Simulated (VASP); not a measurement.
A run of VASP 6.6.1 is set up as follows.

The input INCAR:

```
PREC = Accurate
ENCUT = 520
EDIFF = 1E-6
ISMEAR = -1
SIGMA = 0.01
LREAL = Auto
LASPH = True
NELM = 80
ALGO = Normal
ISIF = 2
LWAVE = False
LCHARG = True
GGA = PE
LELF = True
LVHAR = True
NBANDS = 186
NELECT = 322.0
```

Contents of KPOINTS:

```
Automatic mesh
0
Gamma
  1 1 1
  0.25 0.25 0.25
```

POSCAR

```
La16HO24
1.0
    7.8811453700     -0.0000000600      0.0000000000
   -3.9405726400      6.8252721300      0.0000000000
    0.0000000000      0.0000000000     12.3757188400
La O H
16 24 1
Direct
    0.3343266781      0.1650466089      0.3776284077
    0.1652101274      0.3338971643      0.1224990661
    0.3298549837      0.1693216033      0.8822761038
    0.1696785046      0.3296256863      0.6178194656
    0.3234111434      0.6640025384      0.3773948051
    0.1760868624      0.8349396042      0.1227413146
    0.3275522144      0.6526306841      0.8726655914
    0.1719716392      0.8463042792      0.6274410481
    0.8353105746      0.1759871295      0.3774247024
    0.6642323518      0.3229956254      0.1227131143
    0.8467418184      0.1718271489      0.8726559758
    0.6527986088      0.3271277682      0.6274499365
    0.8321565582      0.6673316409      0.4009931919
    0.6673851229      0.8316134407      0.0991559372
    0.8351843497      0.6640347760      0.8796113697
    0.6643322857      0.8349218802      0.6204609283
    0.3351002744      0.1640101667      0.1750075311
    0.1644377765      0.3349360972      0.3251315784
    0.0158906317      0.0462733199     -0.0061427543
    0.3344149099      0.1646845721      0.6915513443
    0.1651131955      0.3342628640      0.8085339631
    0.0464715409      0.0155548381      0.5061950001
    0.3556314115      0.6801884134      0.1843707852
    0.1439313464      0.8187581245      0.3157523252
    0.0296226390      0.4695153454     -0.0060015908
    0.3384494432      0.6690505424      0.6699820113
    0.1610990370      0.8299006841      0.8301018416
    0.0031374398      0.4960920145      0.4933722298
    0.8190022363      0.1435232223      0.1844153887
    0.6805332335      0.3553946267      0.3157130548
    0.4963992995      0.0028706591      0.0067901510
    0.8302520464      0.1607921309      0.6699773247
    0.6692754339      0.3381371462      0.8300985286
    0.4699583263      0.0293726059      0.5061140352
    0.8421115396      0.6570163013      0.0784158894
    0.6574444477      0.8419084148      0.4214585082
    0.4530047453      0.4833757489     -0.0060952419
    0.8320209639      0.6671391211      0.6687201856
    0.6674819265      0.8318377541      0.8313417696
    0.4836546009      0.4527337475      0.5062492192
   -0.2500251023     -0.2507217269      0.2499592177
```

Potentials or basis: VASP PAW PBE potentials, release 64 (La, O, H).

Launch:

```bash
$ cat potpaw_PBE.64/La/POTCAR potpaw_PBE.64/O/POTCAR potpaw_PBE.64/H/POTCAR > POTCAR
$ mpirun -np 1 vasp_std > vasp.out
```

Question: Predict the largest force.

Answer: 0.161 eV/Å.

Forces in eV/Å, atoms in the order of the input:
```
La  -0.095  0.054 -0.035
La   0.096 -0.053  0.033
La  -0.106  0.063 -0.019
La   0.106 -0.063  0.020
La  -0.028 -0.010  0.007
La   0.030  0.011 -0.008
La  -0.142  0.060 -0.004
La   0.143 -0.061  0.005
La  -0.003  0.029  0.006
La   0.005 -0.030 -0.007
La  -0.126  0.088 -0.004
La   0.127 -0.088  0.004
La  -0.042  0.019  0.036
La   0.042 -0.019 -0.037
La  -0.110  0.064 -0.002
La   0.109 -0.062  0.001
O   -0.028  0.018 -0.015
O    0.029 -0.019  0.016
O    0.006 -0.002 -0.028
O   -0.095  0.057  0.008
O    0.096 -0.054 -0.008
O   -0.003  0.005  0.030
O   -0.120  0.000  0.027
O    0.119  0.001 -0.026
O    0.025 -0.013  0.015
O   -0.124  0.074  0.013
O    0.122 -0.075 -0.010
O    0.021 -0.012 -0.012
O   -0.059  0.102  0.024
O    0.060 -0.102 -0.023
O   -0.023  0.009  0.011
O   -0.127  0.069  0.011
O    0.126 -0.071 -0.014
O   -0.026  0.012 -0.014
O    0.016 -0.008  0.016
O   -0.017  0.007 -0.015
O    0.005 -0.004 -0.031
O   -0.134  0.077 -0.043
O    0.132 -0.079  0.043
O   -0.007  0.005  0.027
H    0.000  0.000  0.001
```

Caveat: the cell carries a net charge on a neutralising background, which shifts energy and pressure.
